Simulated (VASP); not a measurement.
Runs of VASP 6.6.1 on PbS. Symmetry: P-6m2, No. 187, hexagonal system. Conventional cell: a = 4.090 Å, b = 4.090 Å, c = 3.788 Å, α = 90.00°, β = 90.00°, γ = 120.00°. Pb (site symmetry -6m2) has 6 S at 3.03 Å and 8 Pb at 3.79 to 4.09 Å within 4.1 Å. Within 4.1 Å of S (site symmetry -6m2) lie 6 Pb at 3.03 Å and 8 S at 3.79 to 4.09 Å. 

| level | spin | U | fixed moment (μB) | k mesh | cutoff (eV) | smearing | k mesh for the DOS | occupations for the DOS | gap on the mesh (eV) | pressure (GPa) | moment (μB) |
| --- | --- | --- | --- | --- | --- | --- | --- | --- | --- | --- | --- |
| revPBE | non-collinear, zero start, SOC | - | - | 3 × 3 × 2 | 400 | fermi-dirac 0.051704 eV | 5 × 5 × 3 | gaussian | - | - | 0.00 |
| PBEsol+U | off | S p U = 3.5 eV | - | 6 × 6 × 4 | 500 | fermi-dirac 0.0861733 eV | - | - | none | (a) | - |
| PBE | collinear, zero start | - | - | 6 × 6 × 6 | 500 | gaussian 0.1 eV | - | - | none | -0.3 | 0.00 |
| PBE+U | off | S p U = 8.1 eV | - | 3 × 3 × 1, shifted | 500 | gaussian 0.1 eV | - | - | (b) | 5.6 | - |
| PBE | collinear | - | 4.0 | 6 × 6 × 4 | 500 | gaussian 0.1 eV | - | - | - | 13.5 | 4.00 |

Alike in all rows: task single point; potentials or basis VASP PAW PBE potentials, release 64 (Pb_d, S); cell as given.

Task: Estimate the missing entries.

Result: (a) -2.9; (b) 1.78.

Caveats: some runs use coarse meshes; spin-orbit coupling is left out, which moves the levels of the heavy elements (at least some runs); the PAW data sets were made with another functional, which shifts forces and pressure a little (at least some runs); semilocal functionals underestimate gaps, so a narrow gap can read as zero (at least some runs); U without spin polarisation on a metal has little footing (at least some runs); a shifted mesh leaves out Γ, where band edges can lie (at least some runs); the moment is held away from its start (at least some runs); the total moment is fixed, so each spin has its own Fermi level (at least some runs).

A k mesh can miss the band edges, and rows without SOC leave out spin-orbit coupling on Pb.

A gap of «none» marks levels without a gap at the run's occupations.
